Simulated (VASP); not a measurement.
Runs of VASP 6.6.1 on SnO. The structure is that of space group Pmn2_1 (No. 31), or close to it. The cells are those of the table. 

| level | potentials or basis | cell | k mesh | smearing | gap on the mesh (eV) | pressure (GPa) | largest force (eV/Å) |
| --- | --- | --- | --- | --- | --- | --- | --- |
| PBE | VASP PAW PBE potentials, release 64 (Sn_d, O) | a = 3.303, b = 5.758, c = 4.001 Å, 4 atoms | 8 × 4 × 6 | fermi-dirac 0.02 eV | (d) | (b) | 0.62 |
| PBE+D3(BJ) | VASP PAW PBE potentials, release 64 (Sn_d, O) | a = 3.346, b = 5.711, c = 3.922 Å, 4 atoms | 8 × 4 × 6 | fermi-dirac 0.02 eV | (c) | 0.2 | 0.08 |
| PBE+D4 | VASP PAW PBE potentials, release 64 (Sn_d, O) | a = 3.347, b = 5.710, c = 3.885 Å, 4 atoms | 8 × 4 × 6 | fermi-dirac 0.02 eV | 1.29 | 0.2 | 0.08 |
| PBE | VASP PAW PBE potentials, release 64 (Sn_d, O) | a = 3.303, b = 5.758, c = 4.001 Å, 4 atoms | 4 × 4 × 4 | gaussian 0.01 eV | 1.81 | 4.7 | 0.63 |
| LDA | VASP PAW LDA potentials, release 64 (Sn_d, O) | a = 3.303, b = 5.758, c = 4.001 Å, 4 atoms | 8 × 4 × 6 | gaussian 0.01 eV | 1.37 | -1.5 | (a) |

Alike in all rows: task single point; no spin polarisation; cutoff (eV) 520.

Task: Estimate the missing entries.

Result: (a) 0.04; (b) 4.8; (c) 1.30; (d) 1.41.

Caveats: some runs use coarse meshes; spin-orbit coupling is left out, which moves the levels of the heavy elements.

A k mesh can miss the band edges, and the runs leave out spin-orbit coupling on Sn.
